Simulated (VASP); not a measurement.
Crystal: Al.

```
CELL_PARAMETERS angstrom
3.28998 1.89947 5.61075
-3.28998 1.89947 5.61075
0.00000 -3.79895 5.61075
ATOMIC_POSITIONS crystal
Al 0.01019 0.65361 0.01019
Al 0.01019 0.01019 0.65361
Al 0.65361 0.01019 0.01019
Al 0.98981 0.34639 0.98981
Al 0.34639 0.98981 0.98981
Al 0.98981 0.98981 0.34639
Al 0.22118 0.63060 0.22118
Al 0.22118 0.22118 0.63060
Al 0.63060 0.22118 0.22118
Al 0.77882 0.36940 0.77882
Al 0.36940 0.77882 0.77882
Al 0.77882 0.77882 0.36940
```

| Item | Value |
| --- | --- |
| Program | VASP 6.6.1 |
| Task | relaxation of cell and atoms |
| Functional | PBEsol |
| Potentials or basis | VASP PAW PBE potentials, release 64 (Al) |
| Cutoff | 600 eV |
| k mesh | 3 × 3 × 3 |
| Occupations | gaussian, width 0.1 eV |
| Spin | no spin polarisation |

At the start: pressure 32.9 GPa; volume 17.53 Å³/atom.

**Question.** How do energy, volume and symmetry change on relaxing?

**Answer.** Over 9 steps the energy falls by 562.1 meV/atom and the volume is 23.18 Å³/atom (+32.2 %); space group R-3m (No. 166, to 0.05 Å).

Step by step:
```csv
step,energy change (eV),largest force (eV/Å),pressure (GPa),volume (Å³)
1,0.0000,3.2460,32.87,210.38
2,-4.6379,0.9208,-7.20,339.79
3,-6.5086,0.7344,-0.10,280.07
4,-6.5094,0.7308,0.22,278.54
5,-6.6586,0.3580,-0.19,280.35
6,-6.6707,0.4168,-0.27,281.03
7,-6.7136,0.2562,-0.15,279.83
8,-6.7343,0.1418,0.03,278.27
9,-6.7450,0.0221,-0.13,278.19
```

Final structure:
```
Al
1.0
     3.52347    2.03428    6.46868
    -3.52347    2.03428    6.46868
     0.00000   -4.06855    6.46868
Al
12
Direct
  0.02096 0.64019 0.02096
  0.02096 0.02096 0.64019
  0.64019 0.02096 0.02096
  0.97904 0.35981 0.97904
  0.35981 0.97904 0.97904
  0.97904 0.97904 0.35981
  0.22893 0.61845 0.22893
  0.22893 0.22893 0.61845
  0.61845 0.22893 0.22893
  0.77107 0.38155 0.77107
  0.38155 0.77107 0.77107
  0.77107 0.77107 0.38155
```

Caveat: the k points lie up to 0.36 Å⁻¹ apart in the final cell; the volume moved by over 15 % at a fixed basis, so the end points are rough; the PAW data sets were made with another functional, which shifts forces and pressure a little.
